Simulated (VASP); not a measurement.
# ZnS (F-43m) in VASP: further runs

Aim: see how the results for ZnS move with the level of theory and the settings. Levels: revPBE, r2SCAN+D4, r2SCAN. Tasks: single point.

Program: VASP 6.6.1. These are calculated values, not measurements. Logs are shortened: lines on timing, memory, paths and dates and some standing lists are left out, and cuts for length are marked.

## 1. The cell of the first run

The structure is cubic, space group F-43m (No. 216). The conventional cell has a = 5.529 Å, b = 5.529 Å, c = 5.529 Å, α = 90.00°, β = 90.00°, γ = 90.00°. Zn (site symmetry -43m) has 4 S at 2.39 Å within 3.2 Å. S (site symmetry -43m) has 4 Zn at 2.39 Å within 3.2 Å.

## 2. Single point, revPBE (volume scaled by 1.02)

INCAR

```
PREC = Accurate
ENCUT = 520
EDIFF = 1E-6
ISMEAR = 0
SIGMA = 0.05
LREAL = False
LASPH = True
NELM = 60
ALGO = Normal
ISIF = 2
LWAVE = False
LCHARG = False
GGA = RE
NBANDS = 16
```

KPOINTS

```
regular mesh
0
Gamma
  8 8 8
```

POSCAR

```
ZnS
1.0
    0.0000000000      2.7646852476      2.7646852476
    2.7646852476      0.0000000000      2.7646852476
    2.7646852476      2.7646852476      0.0000000000
Zn S
1 1
Direct
    0.0000000000      0.0000000000      0.0000000000
    0.7500000000      0.7500000000      0.7500000000
```

Potentials or basis: VASP PAW PBE potentials, release 64 (Zn, S).

On the command line:

```
$ cat potpaw_PBE.64/Zn/POTCAR potpaw_PBE.64/S/POTCAR > POTCAR
$ mpirun -np 1 vasp_std > vasp.out
```

OUTCAR:

```text
PREC = Accurate
   ENCUT = 520
   EDIFF = 1E-6
   ISMEAR = 0
   LREAL = False
   LASPH = True
   NELM = 60
   ISIF = 2
   GGA = RE

 ion  position               nearest neighbor table
   1  0.000  0.000  0.000-   2 2.39   2 2.39   2 2.39   2 2.39
   2  0.750  0.750  0.750-   1 2.39   1 2.39   1 2.39   1 2.39

  LATTYP: Found a face centered cubic cell.
 ALAT       =     5.5293704952

  Lattice vectors:

 A1 = (   0.0000000000,   2.7646852476,   2.7646852476)
 A2 = (   2.7646852476,   0.0000000000,   2.7646852476)
 A3 = (   2.7646852476,   2.7646852476,   0.0000000000)

Analysis of symmetry for initial positions (statically):
=====================================================================
 Subroutine PRICEL returns:
 Original cell was already a primitive cell.

 Routine SETGRP: Setting up the symmetry group for a
 face centered cubic supercell.

 Subroutine GETGRP returns: Found 24 space group operations
 (whereof 24 operations were pure point group operations)
 out of a pool of 48 trial point group operations.

The static configuration has the point symmetry T_d .

Analysis of symmetry for dynamics (positions and initial velocities):
=====================================================================
 Subroutine PRICEL returns:
 Original cell was already a primitive cell.

 Routine SETGRP: Setting up the symmetry group for a
 face centered cubic supercell.

 Subroutine GETGRP returns: Found 24 space group operations
 (whereof 24 operations were pure point group operations)
 out of a pool of 48 trial point group operations.

The dynamic configuration has the point symmetry T_d .

 Subroutine INISYM returns: Found 24 space group operations
 (whereof 24 operations are pure point group operations),
 and found     1 'primitive' translations

----------------------------------------------------------------------------------------

                                     Primitive cell

  volume of cell :      42.2637

  direct lattice vectors                    reciprocal lattice vectors
     0.000000000  2.764685248  2.764685248    -0.180852414  0.180852414  0.180852414
     2.764685248  0.000000000  2.764685248     0.180852414 -0.180852414  0.180852414
     2.764685248  2.764685248  0.000000000     0.180852414  0.180852414 -0.180852414

  length of vectors
     3.909855373  3.909855373  3.909855373     0.313245569  0.313245569  0.313245569

  position of ions in fractional coordinates (direct lattice)
     0.000000000  0.000000000  0.000000000
     0.750000000  0.750000000  0.750000000

  ion indices of the primitive-cell ions
   primitive index   ion index
                 1           1
                 2           2

----------------------------------------------------------------------------------------

 KPOINTS: regular mesh

Automatic generation of k-mesh.
 Grid dimensions read from file:
 generate k-points for:    8    8    8

 Generating k-lattice:

  Cartesian coordinates                     Fractional coordinates (reciprocal lattice)
    -0.022606552  0.022606552  0.022606552     0.125000000  0.000000000  0.000000000
     0.022606552 -0.022606552  0.022606552     0.000000000  0.125000000  0.000000000
     0.022606552  0.022606552 -0.022606552     0.000000000  0.000000000  0.125000000

  Length of vectors
     0.039155696  0.039155696  0.039155696

  Shift w.r.t. Gamma in fractional coordinates (k-lattice)
     0.000000000  0.000000000  0.000000000

 Subroutine IBZKPT returns following result:
 ===========================================

 Found     29 irreducible k-points:

 Following reciprocal coordinates:
            Coordinates               Weight
  0.000000  0.000000  0.000000      1.000000
  0.125000  0.000000  0.000000      8.000000
  0.250000  0.000000  0.000000      8.000000
  0.375000  0.000000  0.000000      8.000000
  0.500000  0.000000  0.000000      4.000000
  0.125000  0.125000  0.000000      6.000000
[... 16 lines left out ...]
  0.500000  0.250000  0.125000     48.000000
 -0.375000  0.250000  0.125000     24.000000
 [... further k-points ...]
   k-points           NKPTS =     29   k-points in BZ     NKDIM =     29   number of bands    NBANDS=     16
   number of dos      NEDOS =    301   number of ions     NIONS =      2
   total plane-waves  NPLWV =  27000
   dimension x,y,z NGX =    30 NGY =   30 NGZ =   30
   dimension x,y,z NGXF=    60 NGYF=   60 NGZF=   60
   ions per type =               1   1
   NGX,Y,Z   is equivalent  to a cutoff of  12.76, 12.76, 12.76 a.u.
   NGXF,Y,Z  is equivalent  to a cutoff of  25.51, 25.51, 25.51 a.u.
 SYSTEM =  unknown system
   PREC   = accura    normal or accurate (medium, high low for compatibility)
   ISTART =      0    job   : 0-new  1-cont  2-samecut
   ICHARG =      2    charge: 1-file 2-atom 10-const
   ISPIN  =      1    spin polarized calculation?
   LNONCOLLINEAR =      F non collinear calculations
   LSORBIT =      F    spin-orbit coupling
   LASPH  =      T    aspherical Exc in radial PAW
   ENCUT  =  520.0 eV  38.22 Ry    6.18 a.u.   7.27  7.27  7.27*2*pi/ulx,y,z
   NELM   =     60;   NELMIN=  2; NELMDL= -5     # of ELM steps
   EDIFF  = 0.1E-05   stopping-criterion for ELM
   LREAL  =      F    real-space projection
   EDIFFG = 0.1E-04   stopping-criterion for IOM
   NSW    =      0    number of steps for IOM
   IBRION =     -1    ionic relax: 0-MD 1-quasi-New 2-CG
   NFREE  =      0    steps in history (QN), initial steepest desc. (CG)
   ISIF   =      2    stress and relaxation
   ISYM   =      2    0-nonsym 1-usesym 2-fastsym
   POTIM  = 0.5000    time-step for ionic-motion
   TEBEG  =    0.0;   TEEND  =   0.0 temperature during run
   PSTRESS=    0.0 pullay stress
   NELECT =      18.0000    total number of electrons
   NUPDOWN=      -1.0000    fix difference up-down
   EMIN   =  10.00;   EMAX   =-10.00  energy-range for DOS
   EFERMI =   0.00;   METHOD = LEGACY
   ISMEAR =     0;   SIGMA  =   0.05  broadening in eV -4-tet -1-fermi 0-gaus
   EFERMI_NEDOS =   21; number of points for ismear=-14 and -15
   IALGO  =     38    algorithm
   IMIX   =      4    mixing-type and parameters
     AMIX     =   0.40;   BMIX     =  1.00
     AMIX_MAG =   1.60;   BMIX_MAG =  1.00
  volume/ion in A,a.u.               =      21.13       142.60
  Fermi-wavevector in a.u.,A,eV,Ry     =   1.231714  2.327602 20.641671  1.517120
  Thomas-Fermi vector in A             =   2.366513
   LORBIT       =      0    0 simple, 1 ext, 2 COOP (PROOUT), +10 PAW based schemes
   GGA     = RE    functional components
   LHFCALC =     F    Hartree Fock is set to
   AEXX    =    0.0000 exact exchange contribution
   IVDW    =     0    specifies the selected vdW correction
   LEPSILON=     F    determine dielectric tensor
   LRPA    =     F    only Hartree local field effects (RPA)
 non-spin polarized calculation
 Gauss-broadening in eV      SIGMA  =   0.05
  energy-cutoff  :      520.00
  volume of cell :       42.26
 maximum number of plane-waves:      1158
 NGX is ok and might be reduce to    30
   NGX = 15   NGY = 15   NGZ = 15

 number of electron      17.9999990 magnetization

 Free energy of the ion-electron system (eV)
  ---------------------------------------------------
  ext. energy  EPLUGINS =         0.00000000
  ---------------------------------------------------
  free energy    TOTEN  =        -6.28280896 eV

  energy without entropy =       -6.28280896  energy(sigma->0) =       -6.28280896

 E-fermi :   1.8610     XC(G=0):  -9.1375

 val. band max:        1.5770198188   @ k =   0.0000   0.0000   0.0000
 cond. band min:       3.5206211951   @ k =   0.0000   0.0000   0.0000
 fundamental gap:      1.9436013763
 Fermi energy:         1.8609731785

 k-point     1 :       0.0000    0.0000    0.0000
  band No.  band energies     occupation
      1     -11.0955      2.00000
      2      -4.4813      2.00000
      3      -4.4813      2.00000
      4      -4.4813      2.00000
      5      -4.0580      2.00000
      6      -4.0580      2.00000
[... 8 lines left out ...]
     15      13.2390      0.00000
     16      13.2729      0.00000

 k-point     2 :       0.1250    0.0000    0.0000
  band No.  band energies     occupation
      1     -10.9932      2.00000
      2      -4.4740      2.00000
      3      -4.4632      2.00000
      4      -4.4632      2.00000
      5      -4.0591      2.00000
      6      -4.0591      2.00000
[... 8 lines left out ...]
     15      12.7041      0.00000
     16      14.0549      0.00000

 k-point     3 :       0.2500    0.0000    0.0000
  band No.  band energies     occupation
      1     -10.7282      2.00000
      2      -4.4234      2.00000
      3      -4.4234      2.00000
      4      -4.4140      2.00000
      5      -4.0562      2.00000
      6      -4.0562      2.00000
[... 8 lines left out ...]
     15      12.5164      0.00000
     16      13.7686      0.00000

 k-point     4 :       0.3750    0.0000    0.0000
  band No.  band energies     occupation
      1     -10.4316      2.00000
      2      -4.3916      2.00000
      3      -4.3916      2.00000
      4      -4.2001      2.00000
      5      -4.0423      2.00000
      6      -4.0423      2.00000
[... 8 lines left out ...]
     15      13.5397      0.00000
     16      13.5397      0.00000

 k-point     5 :       0.5000    0.0000    0.0000
  band No.  band energies     occupation
      1     -10.2972      2.00000
      2      -4.3815      2.00000
      3      -4.3815      2.00000
      4      -4.0325      2.00000
      5      -4.0325      2.00000
      6      -3.8785      2.00000
[... 8 lines left out ...]
     15      14.7925      0.00000
     16      14.7925      0.00000

 k-point     6 :       0.1250    0.1250    0.0000
  band No.  band energies     occupation
      1     -10.9591      2.00000
      2      -4.4911      2.00000
      3      -4.4472      2.00000
      4      -4.4472      2.00000
      5      -4.0711      2.00000
      6      -4.0488      2.00000
[... 8 lines left out ...]
     15      13.4353      0.00000
     16      14.4952      0.00000

 k-point     7 :       0.2500    0.1250    0.0000
  band No.  band energies     occupation
      1     -10.7477      2.00000
      2      -4.4725      2.00000
      3      -4.4050      2.00000
      4      -4.4012      2.00000
      5      -4.0769      2.00000
      6      -4.0402      2.00000
[... 8 lines left out ...]
     15      13.4303      0.00000
     16      15.1175      0.00000

 k-point     8 :       0.3750    0.1250    0.0000
  band No.  band energies     occupation
      1     -10.4576      2.00000
      2      -4.4080      2.00000
      3      -4.3676      2.00000
      4      -4.2861      2.00000
      5      -4.0536      2.00000
      6      -4.0303      2.00000
[... 8 lines left out ...]
     15      14.1329      0.00000
     16      14.5619      0.00000

 k-point     9 :       0.5000    0.1250    0.0000
  band No.  band energies     occupation
      1     -10.2623      2.00000
      2      -4.3802      2.00000
      3      -4.3545      2.00000
      4      -4.0864      2.00000
      5      -4.0300      2.00000
      6      -3.9029      2.00000
[... 8 lines left out ...]
     15      14.8104      0.00000
     16      14.8784      0.00000
[... 172 lines left out ...]
 k-point    19 :       0.5000    0.3750    0.0000
  band No.  band energies     occupation
      1     -10.0736      2.00000
      2      -4.4259      2.00000
      3      -4.2171      2.00000
      4      -4.1982      2.00000
      5      -4.0059      2.00000
      6      -3.8813      2.00000
[... 8 lines left out ...]
     15      15.0774      0.00000
     16      16.0580      0.00000

 k-point    20 :      -0.3750    0.3750    0.0000
  band No.  band energies     occupation
      1     -10.0500      2.00000
      2      -4.3827      2.00000
      3      -4.2402      2.00000
      4      -4.1416      2.00000
      5      -4.0280      2.00000
      6      -3.7631      2.00000
[... 8 lines left out ...]
     15      13.9225      0.00000
     16      16.9357      0.00000

 k-point    21 :       0.5000    0.5000    0.0000
  band No.  band energies     occupation
      1     -10.0297      2.00000
      2      -4.4512      2.00000
      3      -4.1893      2.00000
      4      -4.1893      2.00000
      5      -3.9954      2.00000
      6      -3.8642      2.00000
[... 8 lines left out ...]
     15      15.1481      0.00000
     16      15.8997      0.00000

 k-point    22 :       0.3750    0.2500    0.1250
  band No.  band energies     occupation
      1     -10.5218      2.00000
      2      -4.4354      2.00000
      3      -4.3645      2.00000
      4      -4.3353      2.00000
      5      -4.0739      2.00000
      6      -4.0260      2.00000
[... 8 lines left out ...]
     15      14.1866      0.00000
     16      16.3379      0.00000

 k-point    23 :       0.5000    0.2500    0.1250
  band No.  band energies     occupation
      1     -10.2751      2.00000
      2      -4.3734      2.00000
      3      -4.3366      2.00000
      4      -4.1916      2.00000
      5      -4.0406      2.00000
      6      -3.9864      2.00000
[... 8 lines left out ...]
     15      15.0517      0.00000
     16      15.6372      0.00000

 k-point    24 :      -0.3750    0.2500    0.1250
  band No.  band energies     occupation
      1     -10.1658      2.00000
      2      -4.3633      2.00000
      3      -4.3201      2.00000
      4      -4.0933      2.00000
      5      -4.0458      2.00000
      6      -3.8229      2.00000
[... 8 lines left out ...]
     15      14.8392      0.00000
     16      15.5400      0.00000

 [... further k-points ...]

------------------------ aborting loop because EDIFF is reached ----------------------------------------

  FORCE on cell =-STRESS in cart. coord.  units (eV):
  Direction    XX          YY          ZZ          XY          YZ          ZX
  --------------------------------------------------------------------------------------
  -------------------------------------------------------------------------------------
  Total       -0.2968855     -0.2968855     -0.2968855      0.0000000      0.0000000      0.0000000
  in kB      -11.2546637    -11.2546637    -11.2546637      0.0000000      0.0000000      0.0000000
  external PRESSURE =     -11.2546637 kB  Pullay stress =       0.0000000 kB

 VOLUME and BASIS-vectors are now :
 -----------------------------------------------------------------------------
  energy-cutoff  :      520.00
  volume of cell :       42.26
      direct lattice vectors                 reciprocal lattice vectors
     0.000000000  2.764685248  2.764685248    -0.180852414  0.180852414  0.180852414
     2.764685248  0.000000000  2.764685248     0.180852414 -0.180852414  0.180852414
     2.764685248  2.764685248  0.000000000     0.180852414  0.180852414 -0.180852414

 POSITION                                       TOTAL-FORCE (eV/Angst)
 -----------------------------------------------------------------------------------
      0.00000      0.00000      0.00000        -0.000000     -0.000000     -0.000000
      4.14703      4.14703      4.14703         0.000000      0.000000      0.000000
 -----------------------------------------------------------------------------------
    total drift:                                0.000000      0.000000      0.000000

  FREE ENERGIE OF THE ION-ELECTRON SYSTEM (eV)
  ---------------------------------------------------
  free  energy   TOTEN  =        -6.2828089628 eV

  energy  without entropy=       -6.2828089628  energy(sigma->0) =       -6.28280896
```

Run time: 9.2 s. Hardware: 1 thread of Intel Xeon 6975P-C (Granite Rapids), shared host; peak memory 0.17 GiB.

Results:

- Free energy: -6.2828 eV
- Pressure: -1.1 GPa
- Band gap on the k mesh: 1.94 eV, direct

Caveat: the PAW data sets were made with another functional, which shifts forces and pressure a little.

## 3. Single point, revPBE (volume scaled by 1.04)

INCAR

```
  ALGO = Normal
  EDIFF = 1E-6
  ENCUT = 520
  GGA = RE
  ISIF = 2
  ISMEAR = 0
  LASPH = T
  LCHARG = F
  LREAL = F
  LWAVE = F
  NBANDS = 16
  NELM = 80
  PREC = Accurate
  SIGMA = 0.05
```

KPOINTS

```
k-points
0
Gamma
  8 8 8
```

POSCAR

```
ZnS
1.0
    0.0000000000      2.7826382523      2.7826382523
    2.7826382523      0.0000000000      2.7826382523
    2.7826382523      2.7826382523      0.0000000000
Zn S
1 1
Direct
    0.0000000000      0.0000000000      0.0000000000
    0.7500000000      0.7500000000      0.7500000000
```

Potentials or basis: VASP PAW PBE potentials, release 64 (Zn, S).

On the command line:

```
$ cat potpaw_PBE.64/Zn/POTCAR potpaw_PBE.64/S/POTCAR > POTCAR
$ mpirun -np 1 vasp_std > vasp.out
```

Run time: 9.4 s. Hardware: 1 thread of Intel Xeon 6975P-C (Granite Rapids), shared host; peak memory 0.17 GiB.

The run converged. Its results:

* Free energy: -6.2743 eV
* Pressure: -2.2 GPa
* Band gap on the k mesh: 1.86 eV, direct

Levels at points of the mesh, in eV from the valence-band top:
| k point | band 6 | band 7 | band 8 | band 9 | band 10 | band 11 | band 12 | band 13 |
| --- | --- | --- | --- | --- | --- | --- | --- | --- |
| (0.00, 0.00, 0.00) | -5.60 | 0.00 | 0.00 | 0.00 | 1.86 | 6.48 | 6.48 | 6.48 |
| (0.50, 0.00, 0.00) | -5.42 | -4.70 | -0.74 | -0.74 | 3.22 | 7.01 | 7.01 | 8.67 |
| (0.50, 0.50, 0.00) | -5.41 | -4.19 | -1.91 | -1.91 | 3.71 | 4.12 | 10.54 | 11.45 |

Caveat: the PAW data sets were made with another functional, which shifts forces and pressure a little.

## 4. Single point, r2SCAN+D4 (volume scaled by 0.96)

POSCAR

```
ZnS
1.0
    0.0000000000      2.6482027553      2.6482027553
    2.6482027553      0.0000000000      2.6482027553
    2.6482027553      2.6482027553      0.0000000000
Zn S
1 1
Direct
    0.0000000000      0.0000000000      0.0000000000
    0.7500000000      0.7500000000      0.7500000000
```

INCAR.step1

```
ALGO = Normal
EDIFF = 1E-4
ENCUT = 520
GGA = PE
ISMEAR = 0
LASPH = T
LCHARG = F
LREAL = F
LWAVE = T
NBANDS = 16
NELM = 100
PREC = Accurate
SIGMA = 0.05
```

INCAR.step2

```
ALGO = Normal
EDIFF = 1E-7
ENCUT = 520
ISIF = 2
ISMEAR = 0
ISTART = 1
IVDW = 13
LASPH = T
LCHARG = T
LELF = T
LMIXTAU = T
LREAL = F
LVHAR = T
LWAVE = F
METAGGA = R2SCAN
NBANDS = 16
NELM = 100
PREC = Accurate
SIGMA = 0.05
VDW_A1 = 0.51559235
VDW_A2 = 5.77342911
VDW_S6 = 1.0
VDW_S8 = 0.6018749
```

KPOINTS is that of step 3.

On the command line:

```
$ cat potpaw_PBE.64/Zn/POTCAR potpaw_PBE.64/S/POTCAR > POTCAR
$ cp INCAR.step1 INCAR
$ mpirun -np 1 vasp_std > vasp.out
$ cp INCAR.step2 INCAR
$ mpirun -np 1 vasp_std > vasp.out
```

It took 38 s on 1 thread of Intel Xeon 6975P-C (Granite Rapids), shared host; peak memory 0.17 GiB.

The run converged. Its results:

| Property | Result |
| --- | --- |
| Free energy | -19.0829 eV |
| Pressure | 3.6 GPa |
| Band gap on the k mesh | 2.96 eV, direct |
| Dispersion energy per atom | -0.122 eV |

Levels at points of the mesh, in eV from the valence-band top:
| k point | band 5 | band 6 | band 7 | band 8 | band 9 | band 10 | band 11 | band 12 | band 13 | band 14 |
| --- | --- | --- | --- | --- | --- | --- | --- | --- | --- | --- |
| (0.00, 0.00, 0.00) | -6.14 | -6.14 | 0.00 | 0.00 | 0.00 | 2.96 | 6.85 | 6.85 | 6.85 | 12.37 |
| (0.50, 0.00, 0.00) | -6.10 | -5.94 | -5.80 | -0.98 | -0.98 | 3.94 | 7.35 | 7.35 | 9.65 | 13.20 |
| (0.50, 0.50, 0.00) | -6.05 | -5.90 | -4.86 | -2.52 | -2.52 | 3.59 | 4.46 | 12.25 | 13.25 | 13.25 |

Caveat: the PAW data sets were made with another functional, which shifts forces and pressure a little.

(Continued in part 2 of 2.)
